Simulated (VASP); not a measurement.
# Pd (Im-3m) in VASP: notebook

Pd is run at these levels: PBE; tasks: single point, relaxation of cell and atoms.

Everything below comes from runs of VASP 6.6.1. Logs are shortened: lines on timing, memory, paths and dates and some standing lists are left out, and cuts for length are marked.

### 1 The cell of the first run

The structure is cubic, space group Im-3m (No. 229). Conventional cell: a = 3.137 Å, b = 3.137 Å, c = 3.137 Å, α = 90.00°, β = 90.00°, γ = 90.00°. Within 3.6 Å of Pd (site symmetry m-3m) lie 14 Pd at 2.72 to 3.14 Å.

This isn't the form of Pd at room conditions, which is fcc.

### 2 Single point, PBE, collinear spin

INCAR

```
PREC = Accurate
ENCUT = 500
EDIFF = 1E-6
ISMEAR = -1
SIGMA = 0.05
LREAL = False
LASPH = True
NELM = 200
ALGO = Normal
ISIF = 2
LWAVE = False
LCHARG = True
ISPIN = 2
MAGMOM = 0.5 -0.5
LORBIT = 11
LMAXMIX = 4
GGA = PE
LELF = True
LVHAR = True
NBANDS = 21
GGA_COMPAT = False
```

KPOINTS

```
Automatic mesh
0
Gamma
  10 10 10
```

POSCAR

```
Pd
1.0
    3.1373983922      0.0000000000      0.0000000000
    0.0000000000      3.1373983922      0.0000000000
    0.0000000000      0.0000000000      3.1373983922
Pd
2
Direct
    0.0000000000      0.0000000000      0.0000000000
    0.5000000000      0.5000000000      0.5000000000
```

Potentials or basis: VASP PAW PBE potentials, release 64 (Pd).

Started as:

```sh
$ cat potpaw_PBE.64/Pd/POTCAR > POTCAR
$ mpirun -np 1 vasp_std > vasp.out
```

OUTCAR:

```text
PREC = Accurate
   ENCUT = 500
   EDIFF = 1E-6
   ISMEAR = -1
   LREAL = False
   LASPH = True
   NELM = 200
   ISIF = 2
   ISPIN = 2
   LORBIT = 11
   GGA = PE

 ion  position               nearest neighbor table
   1  0.000  0.000  0.000-   2 2.72   2 2.72   2 2.72   2 2.72   2 2.72   2 2.72   2 2.72   2 2.72

   2  0.500  0.500  0.500-   1 2.72   1 2.72   1 2.72   1 2.72   1 2.72   1 2.72   1 2.72   1 2.72

  LATTYP: Found a simple cubic cell.
 ALAT       =     3.1373983922

  Lattice vectors:

 A1 = (   3.1373983922,   0.0000000000,   0.0000000000)
 A2 = (   0.0000000000,   3.1373983922,   0.0000000000)
 A3 = (   0.0000000000,   0.0000000000,   3.1373983922)

Analysis of symmetry for initial positions (statically):
=====================================================================
 Subroutine PRICEL returns following result:

  LATTYP: Found a body centered cubic cell.
 ALAT       =     3.1373983922

  Lattice vectors:

 A1 = (   1.5686991961,   1.5686991961,  -1.5686991961)
 A2 = (  -1.5686991961,   1.5686991961,   1.5686991961)
 A3 = (   1.5686991961,  -1.5686991961,   1.5686991961)

   2 primitive cells build up your supercell.

 Routine SETGRP: Setting up the symmetry group for a
 simple cubic supercell.

 Subroutine GETGRP returns: Found 48 space group operations
 (whereof 48 operations were pure point group operations)
 out of a pool of 48 trial point group operations.

The static configuration has the point symmetry O_h .

Analysis of symmetry for dynamics (positions and initial velocities):
=====================================================================
 Subroutine PRICEL returns following result:

  LATTYP: Found a body centered cubic cell.
 ALAT       =     3.1373983922

  Lattice vectors:

 A1 = (   1.5686991961,   1.5686991961,  -1.5686991961)
 A2 = (  -1.5686991961,   1.5686991961,   1.5686991961)
 A3 = (   1.5686991961,  -1.5686991961,   1.5686991961)

   2 primitive cells build up your supercell.

 Routine SETGRP: Setting up the symmetry group for a
 simple cubic supercell.

 Subroutine GETGRP returns: Found 48 space group operations
 (whereof 48 operations were pure point group operations)
 out of a pool of 48 trial point group operations.

The dynamic configuration has the point symmetry O_h .

Analysis of structural, dynamic, and magnetic symmetry:
=====================================================================
 Subroutine PRICEL returns following result:

  LATTYP: Found a body centered cubic cell.
 ALAT       =     3.1373983922

  Lattice vectors:

 A1 = (   1.5686991961,   1.5686991961,  -1.5686991961)
 A2 = (  -1.5686991961,   1.5686991961,   1.5686991961)
 A3 = (   1.5686991961,  -1.5686991961,   1.5686991961)

   2 primitive cells build up your supercell.

 Routine SETGRP: Setting up the symmetry group for a
 simple cubic supercell.

 Subroutine GETGRP returns: Found 48 space group operations
 (whereof 48 operations were pure point group operations)
 out of a pool of 48 trial point group operations.

The overall configuration has the point symmetry O_h .

 Subroutine INISYM returns: Found 48 space group operations
 (whereof 48 operations are pure point group operations),
 and found     2 'primitive' translations

----------------------------------------------------------------------------------------

                                     Primitive cell

  volume of cell :      15.4411

  direct lattice vectors                    reciprocal lattice vectors
     1.568699196  1.568699196 -1.568699196     0.318735422  0.318735422  0.000000000
    -1.568699196  1.568699196  1.568699196    -0.000000000  0.318735422  0.318735422
     1.568699196 -1.568699196  1.568699196     0.318735422  0.000000000  0.318735422

  length of vectors
     2.717066709  2.717066709  2.717066709     0.450759956  0.450759956  0.450759956

  position of ions in fractional coordinates (direct lattice)
     0.000000000  0.000000000  0.000000000

  ion indices of the primitive-cell ions
   primitive index   ion index
                 1           1

----------------------------------------------------------------------------------------

 KPOINTS: Automatic mesh

Automatic generation of k-mesh.
 Grid dimensions read from file:
 generate k-points for:   10   10   10

 Generating k-lattice:

  Cartesian coordinates                     Fractional coordinates (reciprocal lattice)
     0.031873542  0.000000000  0.000000000     0.100000000  0.000000000  0.000000000
     0.000000000  0.031873542  0.000000000     0.000000000  0.100000000  0.000000000
     0.000000000  0.000000000  0.031873542     0.000000000  0.000000000  0.100000000

  Length of vectors
     0.031873542  0.031873542  0.031873542

  Shift w.r.t. Gamma in fractional coordinates (k-lattice)
     0.000000000  0.000000000  0.000000000

 Subroutine IBZKPT returns following result:
 ===========================================

 Found     56 irreducible k-points:

 Following reciprocal coordinates:
            Coordinates               Weight
  0.000000  0.000000  0.000000      1.000000
  0.100000  0.000000  0.000000      6.000000
  0.200000  0.000000  0.000000      6.000000
  0.300000  0.000000  0.000000      6.000000
  0.400000  0.000000  0.000000      6.000000
  0.500000  0.000000  0.000000      3.000000
[... 16 lines left out ...]
  0.200000  0.100000  0.100000     24.000000
  0.300000  0.100000  0.100000     24.000000
 [... further k-points ...]
   k-points           NKPTS =     56   k-points in BZ     NKDIM =     56   number of bands    NBANDS=     21
   number of dos      NEDOS =    301   number of ions     NIONS =      2
   total plane-waves  NPLWV =  13824
   dimension x,y,z NGX =    24 NGY =   24 NGZ =   24
   dimension x,y,z NGXF=    48 NGYF=   48 NGZF=   48
   ions per type =               2
   NGX,Y,Z   is equivalent  to a cutoff of  12.72, 12.72, 12.72 a.u.
   NGXF,Y,Z  is equivalent  to a cutoff of  25.43, 25.43, 25.43 a.u.
 SYSTEM =  unknown system
   PREC   = accura    normal or accurate (medium, high low for compatibility)
   ISTART =      0    job   : 0-new  1-cont  2-samecut
   ICHARG =      2    charge: 1-file 2-atom 10-const
   ISPIN  =      2    spin polarized calculation?
   LNONCOLLINEAR =      F non collinear calculations
   LSORBIT =      F    spin-orbit coupling
   LASPH  =      T    aspherical Exc in radial PAW
   ENCUT  =  500.0 eV  36.75 Ry    6.06 a.u.   5.72  5.72  5.72*2*pi/ulx,y,z
   NELM   =    200;   NELMIN=  2; NELMDL= -5     # of ELM steps
   EDIFF  = 0.1E-05   stopping-criterion for ELM
   LREAL  =      F    real-space projection
   EDIFFG = 0.1E-04   stopping-criterion for IOM
   NSW    =      0    number of steps for IOM
   IBRION =     -1    ionic relax: 0-MD 1-quasi-New 2-CG
   NFREE  =      0    steps in history (QN), initial steepest desc. (CG)
   ISIF   =      2    stress and relaxation
   ISYM   =      2    0-nonsym 1-usesym 2-fastsym
   POTIM  = 0.5000    time-step for ionic-motion
   TEBEG  =    0.0;   TEEND  =   0.0 temperature during run
   PSTRESS=    0.0 pullay stress
   NELECT =      20.0000    total number of electrons
   NUPDOWN=      -1.0000    fix difference up-down
   EMIN   =  10.00;   EMAX   =-10.00  energy-range for DOS
   EFERMI =   0.00;   METHOD = LEGACY
   ISMEAR =    -1;   SIGMA  =   0.05  broadening in eV -4-tet -1-fermi 0-gaus
   EFERMI_NEDOS =   21; number of points for ismear=-14 and -15
   IALGO  =     38    algorithm
   IMIX   =      4    mixing-type and parameters
     AMIX     =   0.40;   BMIX     =  1.00
     AMIX_MAG =   1.60;   BMIX_MAG =  1.00
  volume/ion in A,a.u.               =      15.44       104.20
  Fermi-wavevector in a.u.,A,eV,Ry     =   1.416387  2.676583 27.295344  2.006151
  Thomas-Fermi vector in A             =   2.537726
   LORBIT       =     11    0 simple, 1 ext, 2 COOP (PROOUT), +10 PAW based schemes
   GGA     = PE    functional components
   LHFCALC =     F    Hartree Fock is set to
   AEXX    =    0.0000 exact exchange contribution
   IVDW    =     0    specifies the selected vdW correction
   LEPSILON=     F    determine dielectric tensor
   LRPA    =     F    only Hartree local field effects (RPA)
 spin polarized calculation
  energy-cutoff  :      500.00
  volume of cell :       30.88
 maximum number of plane-waves:       804
 NGX is ok and might be reduce to    24
   NGX = 11   NGY = 11   NGZ = 11

 number of electron      20.0000017 magnetization      -0.0000000

 number of electron      20.0000017 magnetization       0.0000000

 Free energy of the ion-electron system (eV)
  ---------------------------------------------------
  ext. energy  EPLUGINS =         0.00000000
  ---------------------------------------------------
  free energy    TOTEN  =       -10.35269623 eV

  energy without entropy =      -10.33147166  energy(sigma->0) =      -10.34208394

 E-fermi :   9.0026     XC(G=0): -12.8968

 val. band max:        8.9144849102   @ k =   0.3000   0.1000   0.1000
 cond. band min:       9.0085380559   @ k =   0.1000   0.0000   0.0000
 fundamental gap:      0.0940531456
 Fermi energy:         9.0025729849

 spin component 1

 k-point     1 :       0.0000    0.0000    0.0000
  band No.  band energies     occupation
      1       2.2472      1.00000
      2       4.1475      1.00000
      3       4.1475      1.00000
      4       6.2653      1.00000
      5       6.2653      1.00000
      6       6.2653      1.00000
[... 550 lines left out ...]
      5       6.1074      1.00000
      6       7.0100      1.00000
[... 13 lines left out ...]
     20      31.2049      0.00000
     21      32.3900      0.00000

 [... further k-points ...]

 spin component 2

 k-point     1 :       0.0000    0.0000    0.0000
  band No.  band energies     occupation
      1       2.2472      1.00000
      2       4.1475      1.00000
      3       4.1475      1.00000
      4       6.2653      1.00000
      5       6.2653      1.00000
      6       6.2653      1.00000
[... 550 lines left out ...]
      5       6.1074      1.00000
      6       7.0100      1.00000
[... 13 lines left out ...]
     20      31.2049      0.00000
     21      32.3900      0.00000

 [... further k-points ...]

------------------------ aborting loop because EDIFF is reached ----------------------------------------

  FORCE on cell =-STRESS in cart. coord.  units (eV):
  Direction    XX          YY          ZZ          XY          YZ          ZX
  --------------------------------------------------------------------------------------
  -------------------------------------------------------------------------------------
  Total       -0.0498926     -0.0498926     -0.0498926     -0.0000000      0.0000000      0.0000000
  in kB       -2.5884396     -2.5884396     -2.5884396     -0.0000000      0.0000000      0.0000000
  external PRESSURE =      -2.5884396 kB  Pullay stress =       0.0000000 kB

 VOLUME and BASIS-vectors are now :
 -----------------------------------------------------------------------------
  energy-cutoff  :      500.00
  volume of cell :       30.88
      direct lattice vectors                 reciprocal lattice vectors
     3.137398392  0.000000000  0.000000000     0.318735422  0.000000000  0.000000000
     0.000000000  3.137398392  0.000000000     0.000000000  0.318735422  0.000000000
     0.000000000  0.000000000  3.137398392     0.000000000  0.000000000  0.318735422

 POSITION                                       TOTAL-FORCE (eV/Angst)
 -----------------------------------------------------------------------------------
      0.00000      0.00000      0.00000        -0.000000     -0.000000     -0.000000
      1.56870      1.56870      1.56870         0.000000      0.000000      0.000000
 -----------------------------------------------------------------------------------
    total drift:                                0.000000      0.000000     -0.000000

  FREE ENERGIE OF THE ION-ELECTRON SYSTEM (eV)
  ---------------------------------------------------
  free  energy   TOTEN  =       -10.3526962253 eV

  energy  without entropy=      -10.3314716628  energy(sigma->0) =      -10.34208394

 total charge

# of ion       s       p       d       tot
------------------------------------------
    1        0.468   0.423   8.468   9.359
    2        0.468   0.423   8.468   9.359
--------------------------------------------------
tot          0.936   0.846  16.936  18.717

 magnetization (x)

# of ion       s       p       d       tot
------------------------------------------
    1        0.000  -0.000  -0.000  -0.000
    2       -0.000   0.000   0.000   0.000
--------------------------------------------------
tot          0.000   0.000   0.000   0.000
```

Run time: 21 s. Hardware: 1 thread of Intel Xeon 6975P-C (Granite Rapids), shared host; peak memory 0.17 GiB.

Results:

| Property | Result |
| --- | --- |
| Free energy | -10.3527 eV |
| Pressure | -0.3 GPa |
| Band gap on the k mesh | zero (filled and empty bands overlap) |
| Net moment | 0.00 μB per cell |
| Valence electrons inside the program's atomic spheres | Pd 9.36 |

Levels at points of the mesh, in eV from the Fermi level:
Spin up:
| k point | band 8 | band 9 | band 10 | band 11 | band 12 | band 13 |
| --- | --- | --- | --- | --- | --- | --- |
| (0.00, 0.00, 0.00) | -0.87 | 0.22 | 0.22 | 0.22 | 9.11 | 9.11 |
| (0.50, 0.00, 0.00) | -2.13 | -1.36 | -1.36 | 0.71 | 0.71 | 16.52 |
| (0.50, 0.50, 0.00) | -0.66 | 0.58 | 0.58 | 1.52 | 1.52 | 7.61 |
| (0.50, 0.50, 0.50) | -0.61 | -0.61 | -0.61 | 8.60 | 8.60 | 9.29 |
Spin down:
```tsv
k point	band 8	band 9	band 10	band 11	band 12	band 13
(0.00, 0.00, 0.00)	-0.87	0.22	0.22	0.22	9.11	9.11
(0.50, 0.00, 0.00)	-2.13	-1.36	-1.36	0.71	0.71	16.52
(0.50, 0.50, 0.00)	-0.66	0.58	0.58	1.52	1.52	7.61
(0.50, 0.50, 0.50)	-0.61	-0.61	-0.61	8.60	8.60	9.29
```

### 3 Single point, PBE, collinear spin (17.29 Å³/atom)

This run uses another cell than the first one, of 17.29 Å³/atom.

INCAR

```
SYSTEM = Pd
  ALGO = Normal
  EDIFF = 1E-6
  ENCUT = 500
  GGA = PE
  GGA_COMPAT = .FALSE.
  ISIF = 2
  ISMEAR = -1
  ISPIN = 2
  LASPH = .TRUE.
  LCHARG = .TRUE.
  LELF = .TRUE.
  LMAXMIX = 4
  LORBIT = 11
  LREAL = .FALSE.
  LVHAR = .TRUE.
  LWAVE = .FALSE.
  MAGMOM = 0.5 -0.5
  NBANDS = 21
  NELM = 200
  PREC = Accurate
  SIGMA = 0.05
```

KPOINTS

```
k-points
0
G
  11 11 11
  0 0 0
```

POSCAR

```
Pd
1.0
    3.2581845293      0.0000000000      0.0000000000
    0.0000000000      3.2581845293      0.0000000000
    0.0000000000      0.0000000000      3.2581845293
Pd
2
Direct
    0.0000000000      0.0000000000      0.0000000000
    0.5000000000      0.5000000000      0.5000000000
```

Potentials or basis: VASP PAW PBE potentials, release 64 (Pd).

Started as:

```sh
$ cat potpaw_PBE.64/Pd/POTCAR > POTCAR
$ mpirun -np 1 vasp_std > vasp.out
```

It took 20 s on 1 thread of Intel Xeon 6975P-C (Granite Rapids), shared host; peak memory 0.17 GiB.

It converged, with:

| Item | Value |
| --- | --- |
| Free energy | -10.1810 eV |
| Pressure | -13.6 GPa |
| Band gap on the k mesh | zero (filled and empty bands overlap) |
| Net moment | 0.00 μB per cell |
| Valence electrons inside the program's atomic spheres | Pd 9.18 |

Levels at points of the mesh, in eV from the Fermi level:
Spin up:
| k point | band 7 | band 8 | band 9 | band 10 | band 11 | band 12 | band 13 | band 14 |
| --- | --- | --- | --- | --- | --- | --- | --- | --- |
| (0.00, 0.00, 0.00) | -0.75 | -0.75 | 0.14 | 0.14 | 0.14 | 8.66 | 8.66 | 8.66 |
Spin down:
| k point | band 7 | band 8 | band 9 | band 10 | band 11 | band 12 | band 13 | band 14 |
| --- | --- | --- | --- | --- | --- | --- | --- | --- |
| (0.00, 0.00, 0.00) | -0.75 | -0.75 | 0.14 | 0.14 | 0.14 | 8.66 | 8.66 | 8.66 |

Caveat: the cell stands under tension.

(Part 1 of 2 ends here.)
